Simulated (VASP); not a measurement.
The system is SnTe.

```
CELL_PARAMETERS angstrom
0.00000 3.61115 3.61115
3.61115 0.00000 3.61115
3.61115 3.61115 0.00000
ATOMIC_POSITIONS crystal
Sn 0.00000 0.00000 0.00000
Te 0.75000 0.75000 0.75000
```

Base run:

* Program: VASP 6.6.1
* Functional: PBEsol
* Potentials or basis: VASP PAW PBE potentials, release 64 (Sn_d, Te)
* Cutoff: 520 eV
* k mesh: 6 × 6 × 6
* Occupations: gaussian, width 0.01 eV
* Spin: no spin polarisation

Its results: band gap on the k mesh 0.23 eV, indirect (least direct gap 0.76 eV); pressure -1.4 GPa.

Q: The run is repeated on the same cell with these changes: functional from PBEsol to BLYP. What comes out?

A: Band gap on the k mesh 0.32 eV, indirect (least direct gap 0.81 eV); pressure 1.6 GPa.

BLYP binds less tightly than PBEsol, so the same cell stands under more pressure.

Caveats: the PAW data sets were made with another functional, which shifts forces and pressure a little; spin-orbit coupling is left out, which moves the levels of the heavy elements.

A k mesh can miss the band edges.
